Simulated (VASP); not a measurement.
A run of VASP 6.6.1:

File INCAR:

```
PREC = Accurate
ENCUT = 520
EDIFF = 1E-7
ISMEAR = 0
SIGMA = 0.1
LREAL = F
LASPH = T
NELM = 60
ALGO = Normal
ISIF = 2
LWAVE = F
LCHARG = F
GGA = PE
NBANDS = 36
```

KPOINTS

```
regular mesh
0
Gamma
  6 6 2
```

POSCAR

```
Cd3Te2Se
1.0
    4.5828216468      0.0000000000      0.0000000000
   -2.2914108234      3.9688399671      0.0000000000
    0.0000000000      0.0000000000     11.2126564670
Cd Te Se
3 2 1
Direct
    0.0000000000      0.0000000000      0.0006495490
    0.3333333333      0.6666666667      0.6540182776
    0.6666666667      0.3333333333      0.3458629158
    0.3333333333      0.6666666667      0.9095001452
    0.0000000000      0.0000000000      0.2548928003
    0.6666666667      0.3333333333      0.5850763121
```

Potentials or basis: VASP PAW PBE potentials, release 64 (Cd, Te, Se).

Run with:

```sh
$ cat potpaw_PBE.64/Cd/POTCAR potpaw_PBE.64/Te/POTCAR potpaw_PBE.64/Se/POTCAR > POTCAR
$ mpirun -np 1 vasp_std > vasp.out
```

Hardware: 1 thread of Intel(R) Xeon(R) Platinum 8259CL CPU @ 2.50GHz (Skylake/Cascade Lake), with other jobs on the host.

Question: How long does it take, and how much memory?

Answer: It took 3.9 min on 1 thread of Intel(R) Xeon(R) Platinum 8259CL CPU @ 2.50GHz (Skylake/Cascade Lake), on a shared host, peak memory 0.37 GiB. Counts: scf iterations 16, k points 14.
